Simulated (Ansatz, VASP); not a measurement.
AlN in VASP and in Ansatz

INCAR

```
ALGO = Normal
EDIFF = 1E-8
ENCUT = 520
GGA_COMPAT = False
ISIF = 2
ISMEAR = -1
LASPH = True
LCHARG = False
LEFG = True
LREAL = False
LWAVE = False
NBANDS = 11
NELM = 120
PREC = Accurate
SIGMA = 0.02
```

Contents of KPOINTS:

```
k-points
0
Gamma
  10 10 10
```

Contents of POSCAR:

```
AlN
1.0
    0.0000000000      1.9780000000      2.0175600000
    1.9780000000      0.0000000000      2.0175600000
    1.9780000000      1.9780000000      0.0000000000
Al N
1 1
Direct
    0.0000000000      0.0000000000      0.0000000000
    0.5000000000      0.5000000000      0.5000000000
```

Input for Ansatz:

```yaml
crystal:
  lattice:
    - [0.0, 1.978, 2.01756]
    - [1.978, 0.0, 2.01756]
    - [1.978, 1.978, 0.0]
  atoms:
    - { symbol: Al, position: [0.0, 0.0, 0.0] }
    - { symbol: "N", position: [0.5, 0.5, 0.5] }
kpoints:
  mp_grid: { grid: [10, 10, 10] }
scf:
  occupations: { method: fermi_dirac, width: 0.02 }
hamiltonian:
  xc: lda
  pseudopotentials: { kind: all_electron, datasets: crystal }
output:
  forces: true
  stress: true
  eigenvalues: true
  efg: { contact_densities: true }
```

Change from the starting cell: zz strain of +2 %, crystal datasets.

Alike in both runs: task electric field gradients; functional LDA; k mesh 10 × 10 × 10; occupations fermi-dirac, width 0.02 eV; no spin polarisation.

|  | VASP | Ansatz |
| --- | --- | --- |
| version | VASP 6.6.1 | Ansatz 0.2.0 |
| potentials or method | VASP PAW LDA potentials, release 64 (Al, N), cutoff 520 eV | all-electron PAW with datasets made for the crystal, scalar-relativistic |

Ansatz gave:

```
gap on the k mesh at the Fermi level (eV)                     : 4.75
pressure (GPa)                                                : 6.5
traceless stress, the component that is largest in VASP (GPa) : -4.50
size of Vzz on the site where it differs most (V/Å²)          : 7.6
```

Task: Estimate VASP's values.

Result: gap on the k mesh at the Fermi level (eV): 4.75; pressure (GPa): 7.2; traceless stress, the component that is largest in VASP (GPa): -4.60; size of Vzz on the site where it differs most (V/Å²): 8.0.

LDA's correlation is that of Perdew and Zunger in VASP and of Perdew and Wang (1992) in Ansatz. Ansatz ran all-electron here, and VASP with PAW potentials.
